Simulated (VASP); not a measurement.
# Al2Cu (Pm) in VASP: a series of runs

Al2Cu is run at these levels: PBE; tasks: single point.

Program: VASP 6.6.1. These are calculated values, not measurements. Logs are shortened: lines on timing, memory, paths and dates and some standing lists are left out, and cuts for length are marked.

### Step 1. The cell of the first run

It takes space group Pm (No. 6, monoclinic). The conventional cell has a = 4.121 Å, b = 2.885 Å, c = 4.121 Å, α = 90.00°, β = 90.00°, γ = 90.00°. Al (site symmetry m) has 4 Cu at 2.42 to 2.61 Å and 6 Al at 2.62 to 3.23 Å within 3.3 Å. Within 3.3 Å of Al (site symmetry m) lie 4 Cu at 2.53 to 2.60 Å and 6 Al at 2.62 to 3.23 Å. Cu (site symmetry m) has 8 Al at 2.42 to 2.61 Å and 2 Cu at 2.88 Å within 3.2 Å.

### Step 2. Single point, PBE (atoms displaced along several vibrational modes)

The input, INCAR:

```
PREC = Accurate
ENCUT = 520
EDIFF = 1E-6
ISMEAR = 0
SIGMA = 0.15
LREAL = F
LASPH = T
NELM = 100
ALGO = Fast
ISIF = 2
LWAVE = F
LCHARG = F
GGA = PE
NBANDS = 16
```

The input, KPOINTS:

```
Automatic mesh
0
Gamma
  10 10 14
```

The input, POSCAR:

```
Al2Cu
1.0
    4.1211626268      0.0000000000      0.0000000000
    0.0000000000      4.1211626268      0.0000000000
    0.0000000000      0.0000000000      2.8847334069
Al Cu
2 1
Direct
    0.5067846504      0.0019538196      0.5000000000
   -0.0888098901      0.4913859260      0.5000000000
    0.0348277965      0.0028279343      0.0000000000
```

Potentials or basis: VASP PAW PBE potentials, release 64 (Al, Cu).

Run with:

```bash
cat potpaw_PBE.64/Al/POTCAR potpaw_PBE.64/Cu/POTCAR > POTCAR
mpirun -np 1 vasp_std > vasp.out
```

OUTCAR:

```text
PREC = Accurate
   ENCUT = 520
   EDIFF = 1E-6
   ISMEAR = 0
   LREAL = F
   LASPH = T
   NELM = 100
   ISIF = 2
   GGA = PE

 ion  position               nearest neighbor table
   1  0.507  0.002  0.500-   3 2.42   3 2.42   3 2.61   3 2.61   2 2.62   2 2.68   2 3.18   2 3.23

   2  0.911  0.491  0.500-   3 2.53   3 2.53   3 2.60   3 2.60   1 2.62   1 2.68   1 3.18   1 3.23

   3  0.035  0.003  0.000-   1 2.42   1 2.42   2 2.53   2 2.53   2 2.60   2 2.60   1 2.61   1 2.61

  LATTYP: Found a simple tetragonal cell.
 ALAT       =     4.1211626268
 C/A-ratio  =     0.6999804832

  Lattice vectors:

 A1 = (   4.1211626268,   0.0000000000,   0.0000000000)
 A2 = (   0.0000000000,   4.1211626268,   0.0000000000)
 A3 = (   0.0000000000,   0.0000000000,   2.8847334069)

Analysis of symmetry for initial positions (statically):
=====================================================================
 Subroutine PRICEL returns:
 Original cell was already a primitive cell.

 Routine SETGRP: Setting up the symmetry group for a
 simple tetragonal supercell.

 Subroutine GETGRP returns: Found  2 space group operations
 (whereof  2 operations were pure point group operations)
 out of a pool of 16 trial point group operations.

The static configuration has the point symmetry C_1h.

Analysis of symmetry for dynamics (positions and initial velocities):
=====================================================================
 Subroutine PRICEL returns:
 Original cell was already a primitive cell.

 Routine SETGRP: Setting up the symmetry group for a
 simple tetragonal supercell.

 Subroutine GETGRP returns: Found  2 space group operations
 (whereof  2 operations were pure point group operations)
 out of a pool of 16 trial point group operations.

The dynamic configuration has the point symmetry C_1h.

 Subroutine INISYM returns: Found  2 space group operations
 (whereof  2 operations are pure point group operations),
 and found     1 'primitive' translations

----------------------------------------------------------------------------------------

                                     Primitive cell

  volume of cell :      48.9943

  direct lattice vectors                    reciprocal lattice vectors
     4.121162627  0.000000000  0.000000000     0.242649973  0.000000000  0.000000000
     0.000000000  4.121162627  0.000000000     0.000000000  0.242649973  0.000000000
     0.000000000  0.000000000  2.884733407     0.000000000  0.000000000  0.346652484

  length of vectors
     4.121162627  4.121162627  2.884733407     0.242649973  0.242649973  0.346652484

  position of ions in fractional coordinates (direct lattice)
     0.506784650  0.001953820  0.500000000
     0.911190110  0.491385926  0.500000000
     0.034827796  0.002827934  0.000000000

  ion indices of the primitive-cell ions
   primitive index   ion index
                 1           1
                 2           2
                 3           3

----------------------------------------------------------------------------------------

 KPOINTS: Automatic mesh

Automatic generation of k-mesh.
 Grid dimensions read from file:
 generate k-points for:   10   10   14

 Generating k-lattice:

  Cartesian coordinates                     Fractional coordinates (reciprocal lattice)
     0.024264997  0.000000000  0.000000000     0.100000000  0.000000000  0.000000000
     0.000000000  0.024264997  0.000000000     0.000000000  0.100000000  0.000000000
     0.000000000  0.000000000  0.024760892     0.000000000  0.000000000  0.071428571

  Length of vectors
     0.024264997  0.024264997  0.024760892

  Shift w.r.t. Gamma in fractional coordinates (k-lattice)
     0.000000000  0.000000000  0.000000000

 Subroutine IBZKPT returns following result:
 ===========================================

 Found    416 irreducible k-points:

 Following reciprocal coordinates:
            Coordinates               Weight
  0.000000  0.000000  0.000000      1.000000
  0.100000  0.000000  0.000000      2.000000
  0.000000  0.100000  0.000000      2.000000
  0.200000  0.000000  0.000000      2.000000
  0.000000  0.200000  0.000000      2.000000
  0.300000  0.000000  0.000000      2.000000
[... 16 lines left out ...]
 -0.100000  0.400000  0.000000      2.000000
 -0.400000  0.100000  0.000000      2.000000
 [... further k-points ...]
   k-points           NKPTS =    416   k-points in BZ     NKDIM =    416   number of bands    NBANDS=     16
   number of dos      NEDOS =    301   number of ions     NIONS =      3
   total plane-waves  NPLWV =  24576
   dimension x,y,z NGX =    32 NGY =   32 NGZ =   24
   dimension x,y,z NGXF=    64 NGYF=   64 NGZF=   48
   ions per type =               2   1
   NGX,Y,Z   is equivalent  to a cutoff of  12.91, 12.91, 13.83 a.u.
   NGXF,Y,Z  is equivalent  to a cutoff of  25.82, 25.82, 27.66 a.u.
 SYSTEM =  unknown system
   PREC   = accura    normal or accurate (medium, high low for compatibility)
   ISTART =      0    job   : 0-new  1-cont  2-samecut
   ICHARG =      2    charge: 1-file 2-atom 10-const
   ISPIN  =      1    spin polarized calculation?
   LNONCOLLINEAR =      F non collinear calculations
   LSORBIT =      F    spin-orbit coupling
   LASPH  =      T    aspherical Exc in radial PAW
   ENCUT  =  520.0 eV  38.22 Ry    6.18 a.u.   7.66  7.66  5.36*2*pi/ulx,y,z
   NELM   =    100;   NELMIN=  2; NELMDL= -5     # of ELM steps
   EDIFF  = 0.1E-05   stopping-criterion for ELM
   LREAL  =      F    real-space projection
   EDIFFG = 0.1E-04   stopping-criterion for IOM
   NSW    =      0    number of steps for IOM
   IBRION =     -1    ionic relax: 0-MD 1-quasi-New 2-CG
   NFREE  =      0    steps in history (QN), initial steepest desc. (CG)
   ISIF   =      2    stress and relaxation
   ISYM   =      2    0-nonsym 1-usesym 2-fastsym
   POTIM  = 0.5000    time-step for ionic-motion
   TEBEG  =    0.0;   TEEND  =   0.0 temperature during run
   PSTRESS=    0.0 pullay stress
   NELECT =      17.0000    total number of electrons
   NUPDOWN=      -1.0000    fix difference up-down
   EMIN   =  10.00;   EMAX   =-10.00  energy-range for DOS
   EFERMI =   0.00;   METHOD = LEGACY
   ISMEAR =     0;   SIGMA  =   0.15  broadening in eV -4-tet -1-fermi 0-gaus
   EFERMI_NEDOS =   21; number of points for ismear=-14 and -15
   IALGO  =     68    algorithm
   IMIX   =      4    mixing-type and parameters
     AMIX     =   0.40;   BMIX     =  1.00
     AMIX_MAG =   1.60;   BMIX_MAG =  1.00
  volume/ion in A,a.u.               =      16.33       110.21
  Fermi-wavevector in a.u.,A,eV,Ry     =   1.150384  2.173910 18.005716  1.323383
  Thomas-Fermi vector in A             =   2.287048
   LORBIT       =      0    0 simple, 1 ext, 2 COOP (PROOUT), +10 PAW based schemes
   GGA     = PE    functional components
   LHFCALC =     F    Hartree Fock is set to
   AEXX    =    0.0000 exact exchange contribution
   IVDW    =     0    specifies the selected vdW correction
   LEPSILON=     F    determine dielectric tensor
   LRPA    =     F    only Hartree local field effects (RPA)
 non-spin polarized calculation
 RMM-DIIS sequential band-by-band and
 Gauss-broadening in eV      SIGMA  =   0.15
  energy-cutoff  :      520.00
  volume of cell :       48.99
 maximum number of plane-waves:      1339
   NGX = 15   NGY = 15   NGZ = 11

 number of electron      16.9999991 magnetization

 Free energy of the ion-electron system (eV)
  ---------------------------------------------------
  ext. energy  EPLUGINS =         0.00000000
  ---------------------------------------------------
  free energy    TOTEN  =       -11.10107743 eV

  energy without entropy =      -11.08869548  energy(sigma->0) =      -11.09488645

 E-fermi :   7.0057     XC(G=0): -10.3608

 val. band max:        7.0046931088   @ k =   0.3000   0.2000   0.2857
 cond. band min:       7.0080999147   @ k =   0.2000   0.3000  -0.2857
 fundamental gap:      0.0034068059
 Fermi energy:         7.0057011274

 k-point     1 :       0.0000    0.0000    0.0000
  band No.  band energies     occupation
      1      -3.4097      2.00000
      2       1.8317      2.00000
      3       2.2864      2.00000
      4       2.8891      2.00000
      5       3.1136      2.00000
      6       3.2144      2.00000
[... 8 lines left out ...]
     15      14.3063      0.00000
     16      19.0140      0.00000

 k-point     2 :       0.1000    0.0000    0.0000
  band No.  band energies     occupation
      1      -3.3261      2.00000
      2       1.7697      2.00000
      3       2.2747      2.00000
      4       2.8605      2.00000
      5       3.1105      2.00000
      6       3.2149      2.00000
[... 8 lines left out ...]
     15      15.3782      0.00000
     16      19.3554      0.00000

 k-point     3 :       0.0000    0.1000    0.0000
  band No.  band energies     occupation
      1      -3.3269      2.00000
      2       1.7678      2.00000
      3       2.2547      2.00000
      4       2.8683      2.00000
      5       3.1138      2.00000
      6       3.2112      2.00000
[... 8 lines left out ...]
     15      15.4820      0.00000
     16      19.3243      0.00000

 k-point     4 :       0.2000    0.0000    0.0000
  band No.  band energies     occupation
      1      -3.0788      2.00000
      2       1.4531      2.00000
      3       2.2588      2.00000
      4       2.7937      2.00000
      5       3.1024      2.00000
      6       3.2161      2.00000
[... 8 lines left out ...]
     15      17.0641      0.00000
     16      18.4252      0.00000

 k-point     5 :       0.0000    0.2000    0.0000
  band No.  band energies     occupation
      1      -3.0818      2.00000
      2       1.4230      2.00000
      3       2.2067      2.00000
      4       2.8287      2.00000
      5       3.1144      2.00000
      6       3.2026      2.00000
[... 8 lines left out ...]
     15      17.1194      0.00000
     16      18.3477      0.00000

 k-point     6 :       0.3000    0.0000    0.0000
  band No.  band energies     occupation
      1      -2.6821      2.00000
      2       0.7442      2.00000
      3       2.2702      2.00000
      4       2.7236      2.00000
      5       2.9765      2.00000
      6       3.0923      2.00000
[... 8 lines left out ...]
     15      17.4941      0.00000
     16      18.9014      0.00000

 k-point     7 :       0.0000    0.3000    0.0000
  band No.  band energies     occupation
      1      -2.6883      2.00000
      2       0.6912      2.00000
      3       2.2090      2.00000
      4       2.8076      2.00000
      5       3.1105      2.00000
      6       3.1150      2.00000
[... 8 lines left out ...]
     15      17.4107      0.00000
     16      18.5450      0.00000

 k-point     8 :       0.4000    0.0000    0.0000
  band No.  band energies     occupation
      1      -2.1887      2.00000
      2      -0.0674      2.00000
      3       2.2936      2.00000
      4       2.6744      2.00000
      5       2.8648      2.00000
      6       3.0843      2.00000
[... 8 lines left out ...]
     15      16.6735      0.00000
     16      18.6431      0.00000

 k-point     9 :       0.0000    0.4000    0.0000
  band No.  band energies     occupation
      1      -2.1976      2.00000
      2      -0.1190      2.00000
      3       2.2302      2.00000
      4       2.8069      2.00000
      5       2.9746      2.00000
      6       3.1155      2.00000
[... 8 lines left out ...]
     15      16.6054      0.00000
     16      18.4263      0.00000
[... 172 lines left out ...]
 k-point    19 :      -0.1000    0.3000    0.0000
  band No.  band energies     occupation
      1      -2.6040      2.00000
      2       0.7443      2.00000
      3       2.1671      2.00000
      4       2.7622      2.00000
      5       3.1120      2.00000
      6       3.1510      2.00000
[... 8 lines left out ...]
     15      17.4586      0.00000
     16      18.3171      0.00000

 k-point    20 :      -0.3000    0.1000    0.0000
  band No.  band energies     occupation
      1      -2.5987      2.00000
      2       0.8003      2.00000
      3       2.2099      2.00000
      4       2.6800      2.00000
      5       3.0101      2.00000
      6       3.0927      2.00000
[... 8 lines left out ...]
     15      17.5461      0.00000
     16      18.5600      0.00000

 k-point    21 :       0.1000    0.3000    0.0000
  band No.  band energies     occupation
      1      -2.6044      2.00000
      2       0.7452      2.00000
      3       2.1658      2.00000
      4       2.7736      2.00000
      5       3.1122      2.00000
      6       3.1394      2.00000
[... 8 lines left out ...]
     15      17.4604      0.00000
     16      18.3227      0.00000

 k-point    22 :       0.4000    0.1000    0.0000
  band No.  band energies     occupation
      1      -2.1049      2.00000
      2       0.0006      2.00000
      3       2.2540      2.00000
      4       2.6375      2.00000
      5       2.8730      2.00000
      6       3.0848      2.00000
[... 8 lines left out ...]
     15      16.7360      0.00000
     16      18.6842      0.00000

 k-point    23 :      -0.1000    0.4000    0.0000
  band No.  band energies     occupation
      1      -2.1118      2.00000
      2      -0.0557      2.00000
      3       2.2025      2.00000
      4       2.7691      2.00000
      5       2.9905      2.00000
      6       3.1126      2.00000
[... 8 lines left out ...]
     15      16.6597      0.00000
     16      18.3846      0.00000

 k-point    24 :      -0.4000    0.1000    0.0000
  band No.  band energies     occupation
      1      -2.1045      2.00000
      2       0.0002      2.00000
      3       2.2532      2.00000
      4       2.6333      2.00000
      5       2.8756      2.00000
      6       3.0847      2.00000
[... 8 lines left out ...]
     15      16.7347      0.00000
     16      18.6749      0.00000

 [... further k-points ...]
[... 5 lines left out ...]
  --------------------------------------------------------------------------------------
  -------------------------------------------------------------------------------------
  Total        1.2973823      0.6432909     -0.0000214      0.1710793      0.0000000      0.0000000
  in kB       42.4261254     21.0364673     -0.0006983      5.5945190      0.0000000      0.0000000
  external PRESSURE =      21.1539648 kB  Pullay stress =       0.0000000 kB

 VOLUME and BASIS-vectors are now :
 -----------------------------------------------------------------------------
  energy-cutoff  :      520.00
  volume of cell :       48.99
      direct lattice vectors                 reciprocal lattice vectors
     4.121162627  0.000000000  0.000000000     0.242649973  0.000000000  0.000000000
     0.000000000  4.121162627  0.000000000     0.000000000  0.242649973  0.000000000
     0.000000000  0.000000000  2.884733407     0.000000000  0.000000000  0.346652484

 POSITION                                       TOTAL-FORCE (eV/Angst)
 -----------------------------------------------------------------------------------
      2.08854      0.00805      1.44237        -0.131072     -0.172040      0.000000
      3.75516      2.02508      1.44237         0.849143      0.418773      0.000000
      0.14353      0.01165      0.00000        -0.718071     -0.246733      0.000000
 -----------------------------------------------------------------------------------
    total drift:                                0.001073      0.001012      0.000023

  FREE ENERGIE OF THE ION-ELECTRON SYSTEM (eV)
  ---------------------------------------------------
  free  energy   TOTEN  =       -11.1010774284 eV

  energy  without entropy=      -11.0886954802  energy(sigma->0) =      -11.09488645
```

Wall time 6 min (1 thread of Intel Xeon 8259CL, shared host); peak memory 0.42 GiB.

What came out:

* Free energy: -11.1011 eV
* Pressure: 2.1 GPa
* Largest force: 0.947 eV/Å
* Band gap on the k mesh: zero (an odd number of electrons rules out a gap without spin polarisation)

Forces in eV/Å, atoms in the order of the input:
```
Al  -0.131 -0.172  0.000
Al   0.849  0.419  0.000
Cu  -0.718 -0.247  0.000
```

Caveat: the cell differs from its parent crystal (atoms displaced along several vibrational modes).

### Step 3. Single point, PBE (atoms displaced along several vibrational modes)

The input, INCAR:

```
  ALGO = Fast
  EDIFF = 1E-6
  ENCUT = 520
  GGA = PE
  ISIF = 2
  ISMEAR = 0
  LASPH = True
  LCHARG = False
  LREAL = False
  LWAVE = False
  NBANDS = 16
  NELM = 60
  PREC = Accurate
  SIGMA = 0.15
```

The input, KPOINTS:

```
k-points
0
Gamma
  10 10 14
```

The input, POSCAR:

```
Al2Cu
1.0
    4.1211626268      0.0000000000      0.0000000000
    0.0000000000      4.1211626268      0.0000000000
    0.0000000000      0.0000000000      2.8847334069
Al Cu
2 1
Direct
    0.5022615501      0.0019538196      0.5000000000
   -0.0296032967      0.4913859260      0.5000000000
    0.0116092655      0.0028279343      0.0000000000
```

Potentials or basis: VASP PAW PBE potentials, release 64 (Al, Cu).

Run with:

```bash
cat potpaw_PBE.64/Al/POTCAR potpaw_PBE.64/Cu/POTCAR > POTCAR
mpirun -np 1 vasp_std > vasp.out
```

Run time: 7 min. Hardware: 1 thread of Intel Xeon 8259CL, shared host; peak memory 0.42 GiB.

Results (log left out):

| Item | Value |
| --- | --- |
| Free energy | -11.2721 eV |
| Pressure | 0.1 GPa |
| Largest force | 0.468 eV/Å |
| Band gap on the k mesh | zero (an odd number of electrons rules out a gap without spin polarisation) |

Forces on the atoms (eV/Å):
```
Al  -0.022 -0.100  0.000
Al   0.231  0.407  0.000
Cu  -0.208 -0.306  0.000
```

Stress tensor (GPa, compression positive):
```
 0.31  0.14  0.00
 0.14  0.05  0.00
 0.00  0.00 -0.17
```

Levels at points of the mesh, in eV from the Fermi level:
```tsv
k point	band 5	band 6	band 7	band 8	band 9	band 10	band 11	band 12	band 13	band 14
(0.00, 0.00, 0.00)	-3.97	-3.96	-2.35	-2.34	-0.14	0.87	6.06	6.10	6.17	7.06
(0.50, 0.00, 0.00)	-4.25	-4.00	-3.96	-1.02	1.52	1.61	1.98	7.49	8.32	9.26
(0.00, 0.50, 0.00)	-4.24	-3.99	-3.97	-1.06	1.27	1.87	2.03	7.48	8.34	9.20
(0.50, 0.50, 0.00)	-4.28	-4.13	-4.00	-3.99	-2.40	8.51	8.54	9.42	9.75	9.97
(0.00, 0.00, 0.50)	-4.68	-4.00	-2.94	2.35	2.42	2.49	2.81	2.93	3.28	3.60
(0.50, 0.00, 0.50)	-4.08	-4.06	-3.03	-2.38	-1.68	3.47	4.06	4.50	4.96	5.87
(0.00, 0.50, 0.50)	-4.09	-4.04	-2.97	-2.40	-1.68	3.68	3.99	4.32	4.96	5.99
(0.50, 0.50, 0.50)	-3.84	-3.38	-2.24	-2.19	-0.95	-0.76	-0.09	0.04	2.44	11.52
```

Caveat: the cell differs from its parent crystal (atoms displaced along several vibrational modes).

[end of part 1 of 2]
